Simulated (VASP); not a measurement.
# HgTe (F-43m) in VASP: notebook, part 2 of 2

VASP 6.6.1. Earlier steps stand in the parts before.

### 4 Single point, PBEsol

The input, INCAR:

```
SYSTEM = HgTe
PREC = Accurate
ENCUT = 500
EDIFF = 1E-6
ISMEAR = 1
SIGMA = 0.2
LREAL = .FALSE.
LASPH = .TRUE.
NELM = 120
ALGO = Normal
ISIF = 2
LWAVE = .FALSE.
LCHARG = .TRUE.
GGA = PS
LELF = .TRUE.
LVHAR = .TRUE.
NBANDS = 16
GGA_COMPAT = .FALSE.
```

The input, KPOINTS:

```
Automatic mesh
0
G
  4 4 4
  0 0 0
```

The input, POSCAR:

```
HgTe
1.0
    0.0000000000      3.2891578872      3.2891578872
    3.2891578872      0.0000000000      3.2891578872
    3.2891578872      3.2891578872      0.0000000000
Hg Te
1 1
Direct
    0.0000000000      0.0000000000      0.0000000000
    0.2500000000      0.2500000000      0.2500000000
```

Potentials or basis: VASP PAW PBE potentials, release 64 (Hg, Te).

Started as:

```
> cat potpaw_PBE.64/Hg/POTCAR potpaw_PBE.64/Te/POTCAR > POTCAR
> mpirun -np 1 vasp_std > vasp.out
```

OUTCAR:

```text
SYSTEM = HgTe
   PREC = Accurate
   ENCUT = 500
   EDIFF = 1E-6
   ISMEAR = 1
   LREAL = .FALSE.
   LASPH = .TRUE.
   NELM = 120
   ISIF = 2
   GGA = PS

 ion  position               nearest neighbor table
   1  0.000  0.000  0.000-   2 2.85   2 2.85   2 2.85   2 2.85
   2  0.250  0.250  0.250-   1 2.85   1 2.85   1 2.85   1 2.85

  LATTYP: Found a face centered cubic cell.
 ALAT       =     6.5783157744

  Lattice vectors:

 A1 = (   0.0000000000,   3.2891578872,   3.2891578872)
 A2 = (   3.2891578872,   0.0000000000,   3.2891578872)
 A3 = (   3.2891578872,   3.2891578872,   0.0000000000)

Analysis of symmetry for initial positions (statically):
=====================================================================
 Subroutine PRICEL returns:
 Original cell was already a primitive cell.

 Routine SETGRP: Setting up the symmetry group for a
 face centered cubic supercell.

 Subroutine GETGRP returns: Found 24 space group operations
 (whereof 24 operations were pure point group operations)
 out of a pool of 48 trial point group operations.

The static configuration has the point symmetry T_d .

Analysis of symmetry for dynamics (positions and initial velocities):
=====================================================================
 Subroutine PRICEL returns:
 Original cell was already a primitive cell.

 Routine SETGRP: Setting up the symmetry group for a
 face centered cubic supercell.

 Subroutine GETGRP returns: Found 24 space group operations
 (whereof 24 operations were pure point group operations)
 out of a pool of 48 trial point group operations.

The dynamic configuration has the point symmetry T_d .

 Subroutine INISYM returns: Found 24 space group operations
 (whereof 24 operations are pure point group operations),
 and found     1 'primitive' translations

----------------------------------------------------------------------------------------

                                     Primitive cell

  volume of cell :      71.1679

  direct lattice vectors                    reciprocal lattice vectors
     0.000000000  3.289157887  3.289157887    -0.152014594  0.152014594  0.152014594
     3.289157887  0.000000000  3.289157887     0.152014594 -0.152014594  0.152014594
     3.289157887  3.289157887  0.000000000     0.152014594  0.152014594 -0.152014594

  length of vectors
     4.651571693  4.651571693  4.651571693     0.263297000  0.263297000  0.263297000

  position of ions in fractional coordinates (direct lattice)
     0.000000000  0.000000000  0.000000000
     0.250000000  0.250000000  0.250000000

  ion indices of the primitive-cell ions
   primitive index   ion index
                 1           1
                 2           2

----------------------------------------------------------------------------------------

 KPOINTS: Automatic mesh

Automatic generation of k-mesh.
 Grid dimensions read from file:
 generate k-points for:    4    4    4

 Generating k-lattice:

  Cartesian coordinates                     Fractional coordinates (reciprocal lattice)
    -0.038003648  0.038003648  0.038003648     0.250000000  0.000000000  0.000000000
     0.038003648 -0.038003648  0.038003648     0.000000000  0.250000000  0.000000000
     0.038003648  0.038003648 -0.038003648     0.000000000  0.000000000  0.250000000

  Length of vectors
     0.065824250  0.065824250  0.065824250

  Shift w.r.t. Gamma in fractional coordinates (k-lattice)
     0.000000000  0.000000000  0.000000000

 Subroutine IBZKPT returns following result:
 ===========================================

 Found      8 irreducible k-points:

 Following reciprocal coordinates:
            Coordinates               Weight
  0.000000  0.000000  0.000000      1.000000
  0.250000  0.000000  0.000000      8.000000
  0.500000  0.000000  0.000000      4.000000
  0.250000  0.250000  0.000000      6.000000
  0.500000  0.250000  0.000000     24.000000
 -0.250000  0.250000  0.000000     12.000000
  0.500000  0.500000  0.000000      3.000000
 -0.250000  0.500000  0.250000      6.000000
   k-points           NKPTS =      8   k-points in BZ     NKDIM =      8   number of bands    NBANDS=     16
   number of dos      NEDOS =    301   number of ions     NIONS =      2
   total plane-waves  NPLWV =  46656
   dimension x,y,z NGX =    36 NGY =   36 NGZ =   36
   dimension x,y,z NGXF=    72 NGYF=   72 NGZF=   72
   ions per type =               1   1
   NGX,Y,Z   is equivalent  to a cutoff of  12.87, 12.87, 12.87 a.u.
   NGXF,Y,Z  is equivalent  to a cutoff of  25.73, 25.73, 25.73 a.u.
 SYSTEM =  HgTe
   PREC   = accura    normal or accurate (medium, high low for compatibility)
   ISTART =      0    job   : 0-new  1-cont  2-samecut
   ICHARG =      2    charge: 1-file 2-atom 10-const
   ISPIN  =      1    spin polarized calculation?
   LNONCOLLINEAR =      F non collinear calculations
   LSORBIT =      F    spin-orbit coupling
   LASPH  =      T    aspherical Exc in radial PAW
   ENCUT  =  500.0 eV  36.75 Ry    6.06 a.u.   8.48  8.48  8.48*2*pi/ulx,y,z
   NELM   =    120;   NELMIN=  2; NELMDL= -5     # of ELM steps
   EDIFF  = 0.1E-05   stopping-criterion for ELM
   LREAL  =      F    real-space projection
   EDIFFG = 0.1E-04   stopping-criterion for IOM
   NSW    =      0    number of steps for IOM
   IBRION =     -1    ionic relax: 0-MD 1-quasi-New 2-CG
   NFREE  =      0    steps in history (QN), initial steepest desc. (CG)
   ISIF   =      2    stress and relaxation
   ISYM   =      2    0-nonsym 1-usesym 2-fastsym
   POTIM  = 0.5000    time-step for ionic-motion
   TEBEG  =    0.0;   TEEND  =   0.0 temperature during run
   PSTRESS=    0.0 pullay stress
   NELECT =      18.0000    total number of electrons
   NUPDOWN=      -1.0000    fix difference up-down
   EMIN   =  10.00;   EMAX   =-10.00  energy-range for DOS
   EFERMI =   0.00;   METHOD = LEGACY
   ISMEAR =     1;   SIGMA  =   0.20  broadening in eV -4-tet -1-fermi 0-gaus
   EFERMI_NEDOS =   21; number of points for ismear=-14 and -15
   IALGO  =     38    algorithm
   IMIX   =      4    mixing-type and parameters
     AMIX     =   0.40;   BMIX     =  1.00
     AMIX_MAG =   1.60;   BMIX_MAG =  1.00
  volume/ion in A,a.u.               =      35.58       240.13
  Fermi-wavevector in a.u.,A,eV,Ry     =   1.035311  1.956455 14.583669  1.071869
  Thomas-Fermi vector in A             =   2.169648
   LORBIT       =      0    0 simple, 1 ext, 2 COOP (PROOUT), +10 PAW based schemes
   GGA     = PS    functional components
   LHFCALC =     F    Hartree Fock is set to
   AEXX    =    0.0000 exact exchange contribution
   IVDW    =     0    specifies the selected vdW correction
   LEPSILON=     F    determine dielectric tensor
   LRPA    =     F    only Hartree local field effects (RPA)
 non-spin polarized calculation
 Methfessel and Paxton  Order N= 1 SIGMA  =   0.20
  energy-cutoff  :      500.00
  volume of cell :       71.17
 maximum number of plane-waves:      1820
 NGX is ok and might be reduce to    36
   NGX = 17   NGY = 17   NGZ = 17

 number of electron      18.0000001 magnetization

 Free energy of the ion-electron system (eV)
  ---------------------------------------------------
  ext. energy  EPLUGINS =         0.00000000
  ---------------------------------------------------
  free energy    TOTEN  =        -4.28401346 eV

  energy without entropy =       -4.28183597  energy(sigma->0) =       -4.28328763

 E-fermi :   2.4815     XC(G=0):  -8.6823

 val. band max:        2.4419426369   @ k =   0.0000   0.0000   0.0000
 cond. band min:       3.0655933044   @ k =   0.5000   0.0000   0.0000
 fundamental gap:      0.6236506674
 Fermi energy:         2.4815423703

 k-point     1 :       0.0000    0.0000    0.0000
  band No.  band energies     occupation
      1      -9.2116      2.00000
      2      -4.6336      2.00000
      3      -4.6336      2.00000
      4      -4.6336      2.00000
      5      -4.1641      2.00000
      6      -4.1641      2.00000
[... 8 lines left out ...]
     15      11.8879      0.00000
     16      11.8879      0.00000
[... 115 lines left out ...]
 k-point     8 :      -0.2500    0.5000    0.2500
  band No.  band energies     occupation
      1      -8.5157      2.00000
      2      -4.4308      2.00000
      3      -4.3964      2.00000
      4      -4.2101      2.00000
      5      -4.1924      2.00000
      6      -3.6273      2.00000
[... 8 lines left out ...]
     15      13.2671      0.00000
     16      13.3902      0.00000

------------------------ aborting loop because EDIFF is reached ----------------------------------------

  FORCE on cell =-STRESS in cart. coord.  units (eV):
  Direction    XX          YY          ZZ          XY          YZ          ZX
  --------------------------------------------------------------------------------------
  -------------------------------------------------------------------------------------
  Total       -0.3132464     -0.3132464     -0.3132464     -0.0000000      0.0000000      0.0000000
  in kB       -7.0520043     -7.0520043     -7.0520043     -0.0000000      0.0000000      0.0000000
  external PRESSURE =      -7.0520043 kB  Pullay stress =       0.0000000 kB

 VOLUME and BASIS-vectors are now :
 -----------------------------------------------------------------------------
  energy-cutoff  :      500.00
  volume of cell :       71.17
      direct lattice vectors                 reciprocal lattice vectors
     0.000000000  3.289157887  3.289157887    -0.152014594  0.152014594  0.152014594
     3.289157887  0.000000000  3.289157887     0.152014594 -0.152014594  0.152014594
     3.289157887  3.289157887  0.000000000     0.152014594  0.152014594 -0.152014594

 POSITION                                       TOTAL-FORCE (eV/Angst)
 -----------------------------------------------------------------------------------
      0.00000      0.00000      0.00000         0.000000      0.000000      0.000000
      1.64458      1.64458      1.64458        -0.000000     -0.000000     -0.000000
 -----------------------------------------------------------------------------------
    total drift:                               -0.000000     -0.000000     -0.000000

  FREE ENERGIE OF THE ION-ELECTRON SYSTEM (eV)
  ---------------------------------------------------
  free  energy   TOTEN  =        -4.2840134603 eV

  energy  without entropy=       -4.2818359674  energy(sigma->0) =       -4.28328763
```

OSZICAR:

```text
N       E                     dE             d eps       ncg     rms          rms(c)
DAV:   1     0.105637073713E+03    0.10564E+03   -0.79228E+03   256   0.952E+02
DAV:   2    -0.804510635921E+00   -0.10644E+03   -0.99620E+02   296   0.220E+02
DAV:   3    -0.448671773681E+01   -0.36822E+01   -0.36703E+01   328   0.443E+01
DAV:   4    -0.452182027039E+01   -0.35103E-01   -0.35101E-01   376   0.374E+00
DAV:   5    -0.452191345999E+01   -0.93190E-04   -0.93189E-04   336   0.192E-01    0.681E+00
DAV:   6    -0.429604872663E+01    0.22586E+00   -0.44991E-01   280   0.878E+00    0.553E+00
DAV:   7    -0.428592630209E+01    0.10122E-01   -0.98038E-02   296   0.207E+00    0.219E+00
DAV:   8    -0.428418747031E+01    0.17388E-02   -0.95562E-03   312   0.110E+00    0.538E-01
DAV:   9    -0.428398629954E+01    0.20117E-03   -0.71154E-04   304   0.298E-01    0.102E-01
DAV:  10    -0.428400335345E+01   -0.17054E-04   -0.87598E-05   304   0.835E-02    0.469E-02
DAV:  11    -0.428401362090E+01   -0.10267E-04   -0.18504E-05   304   0.277E-02    0.170E-02
DAV:  12    -0.428401346027E+01    0.16063E-06   -0.29773E-06   288   0.107E-02
   1 F= -.42840135E+01 E0= -.42832876E+01  d E =-.217749E-02
```

stdout:

```text
POSCAR found type information on POSCAR HgTe
 POSCAR found :  2 types and       2 ions
 scaLAPACK will be used
 -----------------------------------------------------------------------------
|                                                                             |
|                                                                             |
|     You enforced a specific xc type in the INCAR file but a different       |
|     I HOPE YOU KNOW WHAT YOU ARE DOING!                                     |
|                                                                             |
 -----------------------------------------------------------------------------

 LDA part: xc-table for (Slater+PW92), standard interpolation
 POSCAR, INCAR and KPOINTS ok, starting setup
 FFT: planning ... GRIDC
 FFT: planning ... GRID_SOFT
 FFT: planning ... GRID
 WAVECAR not read
 entering main loop
```

Wall time 17 s (1 thread of Intel Xeon 8259CL, shared host); peak memory 0.2 GiB.

Results:

- Free energy: -4.2840 eV
- Pressure: -0.7 GPa
- Band gap on the k mesh: zero (filled and empty bands touch)

Caveat: the k points lie up to 0.41 Å⁻¹ apart; semilocal functionals underestimate gaps, and a narrow one can read as zero; the PAW data sets were made with another functional, which shifts forces and pressure a little; spin-orbit coupling is left out, which moves the levels of the heavy elements.

### 5 Single point, PBEsol

The input, INCAR:

```
PREC = Accurate
ENCUT = 500
EDIFF = 1E-6
ISMEAR = -1
SIGMA = 0.02
LREAL = F
LASPH = T
NELM = 120
ALGO = Normal
ISIF = 2
LWAVE = F
LCHARG = F
GGA = PS
NBANDS = 16
GGA_COMPAT = F
```

The input, KPOINTS:

```
Automatic mesh
0
Gamma
  4 4 4
```

POSCAR is that of step 4.

Started as:

```
> cat potpaw_PBE.64/Hg/POTCAR potpaw_PBE.64/Te/POTCAR > POTCAR
> mpirun -np 1 vasp_std > vasp.out
```

Wall time 20 s (1 thread of Intel Xeon 8259CL, shared host); peak memory 0.2 GiB.

It converged, with:

```
Free energy            : -4.2829 eV
Pressure               : -0.7 GPa
Band gap on the k mesh : zero (filled and empty bands touch)
```

Levels at points of the mesh, in eV from the Fermi level:
```csv
k point,band 7,band 8,band 9,band 10,band 11,band 12
"(0.00, 0.00, 0.00)",-0.95,-0.01,-0.01,-0.01,4.24,4.24
"(0.50, 0.00, 0.00)",-5.23,-0.91,-0.91,0.61,5.00,5.00
"(0.50, 0.50, 0.00)",-5.22,-2.10,-2.10,1.83,2.49,7.91
```

Caveat: the k points lie up to 0.41 Å⁻¹ apart; semilocal functionals underestimate gaps, and a narrow one can read as zero; the PAW data sets were made with another functional, which shifts forces and pressure a little; spin-orbit coupling is left out, which moves the levels of the heavy elements.

### 6 The runs side by side

| smearing | gap on the mesh (eV) | pressure (GPa) |
| --- | --- | --- |
| gaussian 0.01 eV | none | -0.7 |
| methfessel-paxton 0.5 eV | none | -0.8 |
| methfessel-paxton 0.2 eV | none | -0.7 |
| fermi-dirac 0.02 eV | none | -0.7 |

Alike in all rows: task single point; level PBEsol; potentials or basis VASP PAW PBE potentials, release 64 (Hg, Te); no spin polarisation; cell as given; k mesh 4 × 4 × 4; cutoff (eV) 500.

Caveats: all runs use coarse meshes; semilocal functionals underestimate gaps, and a narrow one can read as zero; the PAW data sets were made with another functional, which shifts forces and pressure a little; spin-orbit coupling is left out, which moves the levels of the heavy elements; so wide a smearing shifts energies and pressures (at least some runs).

Total energies depend on the potentials used, so only differences within one code and one set of settings carry meaning.

The gap in the log of VASP goes by the Fermi energy; the results here count the filled bands.